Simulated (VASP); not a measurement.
A run of VASP 6.6.1 is set up as follows.

INCAR

```
PREC = Accurate ; ENCUT = 520
EDIFF = 1E-6 ; ISMEAR = 0
SIGMA = 0.05 ; LREAL = False
LASPH = True ; NELM = 60
ALGO = Normal ; ISIF = 2
LWAVE = False ; LCHARG = False
GGA = CA ; NBANDS = 20
```

File KPOINTS:

```
Automatic mesh
0
Gamma
  12 12 2
```

File POSCAR:

```
Te2Mo
1.0
    3.7026421266      0.0000000000      0.0000000000
   -1.8513210633      3.2065821427      0.0000000000
    0.0000000000      0.0000000000     18.2250201328
Te Mo
2 1
Direct
    0.3333333333      0.6666666667      0.8978554500
    0.3333333333      0.6666666667      0.1021445500
    0.0000000000      0.0000000000      0.0000000000
```

Potentials or basis: VASP PAW LDA potentials, release 64 (Te, Mo_sv).

Launch:

```bash
$ cat potpaw_LDA.64/Te/POTCAR potpaw_LDA.64/Mo_sv/POTCAR > POTCAR
$ mpirun -np 1 vasp_std > vasp.out
```

Question: Estimate the band gap on the k mesh.

Answer: 0.88 eV, direct.

Question: What does it give for the largest force?

Answer: 1.712 eV/Å.

Forces in eV/Å, atoms in the order of the input:
```
Te   0.000  0.000  1.712
Te   0.000  0.000 -1.712
Mo   0.000  0.000  0.000
```

Caveat: the cell differs from its parent crystal (strain +0.040 along x and y, +0.040 along z); spin-orbit coupling is left out, which moves the levels of the heavy elements.
